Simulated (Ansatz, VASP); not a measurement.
Ru8N: VASP beside Ansatz

```
Ru N
1.0
     5.39519    0.00000    0.00000
    -2.69759    4.67237    0.00000
     0.00000    0.00000   25.03831
Ru N
16 2
Direct
  0.33333 0.16667 0.15976
  0.33333 0.66667 0.15976
  0.83333 0.16667 0.15976
  0.83333 0.66667 0.15976
  0.16667 0.33333 0.24494
  0.16667 0.83333 0.24494
  0.66667 0.33333 0.24494
  0.66667 0.83333 0.24494
  0.33333 0.16667 0.32997
  0.33333 0.66667 0.32997
  0.83333 0.16667 0.32997
  0.83333 0.66667 0.32997
  0.16667 0.33333 0.41290
  0.16667 0.83333 0.41290
  0.66667 0.33333 0.41290
  0.66667 0.83333 0.41290
  0.25000 0.66667 0.55668
  0.25000 0.66667 0.60061
```

Alike in both runs: task single point; functional PBE; dispersion D3(BJ); k mesh 6 × 6 × 1; occupations gaussian, width 0.1 eV; no spin polarisation.

|  | VASP | Ansatz |
| --- | --- | --- |
| version | VASP 6.6.1 | Ansatz 0.2.0 |
| potentials or method | VASP PAW PBE potentials, release 64 (Ru_pv, N), cutoff 520 eV | scalar-relativistic, plane waves, PAW |
| valence electrons in the cell | 234 | 266 |

|  | VASP | Ansatz | Ansatz less VASP |
| --- | --- | --- | --- |
| gap on the k mesh at the Fermi level (eV) | none | none | - |
| rms of the force components (eV/Å) | 0.457 | 0.211 | -0.2464 |

Atom by atom the forces differ by 0.345 eV/Å (rms over components). A gap of «none» marks a metal or a gap that the smearing closes. One of these differences is far larger than is usual between the two programs; its cause wasn't traced. VASP's potentials hold 234 valence electrons a cell and Ansatz's 266, so a difference there can come from the potentials and not from the codes.

Noted on VASP's run: the standard files for N, O and F lose accuracy on very short bonds.
